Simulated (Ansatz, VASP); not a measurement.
## AlNi: VASP beside Ansatz

```
CELL_PARAMETERS angstrom
1.92240 -1.93678 0.00000
1.92240 1.93678 0.00000
0.00000 0.00000 3.07338
ATOMIC_POSITIONS crystal
Al 0.00000 0.00000 0.00000
Ni 0.50000 0.50000 0.50000
```

Alike in both runs: task single point; functional r2SCAN; k mesh 10 × 10 × 9; occupations fermi-dirac, width 0.15 eV; collinear spin.

```csv
,VASP,Ansatz
version,VASP 6.6.1,Ansatz 0.2.0
potentials or method,"VASP PAW PBE potentials, release 64 (Al, Ni), cutoff 520 eV","plane waves, PAW"
valence electrons in the cell,13,21
```

```tsv
	VASP	Ansatz	Ansatz less VASP
net moment per atom (μB)	0.00	0.00	0.000
```

VASP's potentials were made for PBE, not for r2SCAN. VASP's potentials hold 13 valence electrons a cell and Ansatz's 21, so a difference there can come from the potentials and not from the codes. Ansatz's warnings: seeded moment not kept, stability check not made.
